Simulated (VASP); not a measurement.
Write the native input for VASP 6.6.1 that does the following.

| Item | Value |
| --- | --- |
| Task | single point |
| Functional | PBE |
| Potentials or basis | VASP PAW PBE potentials, release 64 (Re_sv_GW) |
| Cutoff | 560 eV |
| k mesh | 18 × 18 × 18 |
| Occupations | fermi-dirac, width 0.1 eV |
| Spin | no spin polarisation |
| Dipole correction | no |
| Further INCAR settings | ALGO = Normal; EDIFF = 1e-06; NBANDS = 22 |

The structure of Re lies in POSCAR:

```
Re
1.0
   -2.1717727468      2.1717727468      1.1381064910
    2.1717727468     -2.1717727468      1.1381064910
    2.1717727468      2.1717727468     -1.1381064910
Re
2
Direct
   -0.3750000000     -0.1250000000     -0.2500000000
    0.3750000000      0.1250000000      0.2500000000
```

One way to write it, as run:

INCAR

```
PREC = Accurate
ENCUT = 560
EDIFF = 1E-6
ISMEAR = -1
SIGMA = 0.1
LREAL = False
LASPH = True
NELM = 120
ALGO = Normal
ISIF = 2
LWAVE = False
LCHARG = True
GGA = PE
LELF = True
LVHAR = True
NBANDS = 22
GGA_COMPAT = False
```

KPOINTS

```
regular mesh
0
Gamma
  18 18 18
```

Potentials or basis: VASP PAW PBE potentials, release 64 (Re_sv_GW).

Launch:

```sh
$ cat potpaw_PBE.64/Re_sv_GW/POTCAR > POTCAR
$ mpirun -np 1 vasp_std > vasp.out
```

It gave:

```json
{"Pressure": "308.0 GPa", "Band gap on the k mesh": "zero (bands 15 and 16 overlap by 3.84 eV)"}
```

Caveat: the cell stands under pressure; spin-orbit coupling is left out, which moves the levels of the heavy elements.

Wall time 7.4 min on 1 thread of AMD EPYC 7R43 64-Core Processor (Zen 3), with other jobs on the host, peak memory 0.31 GiB.
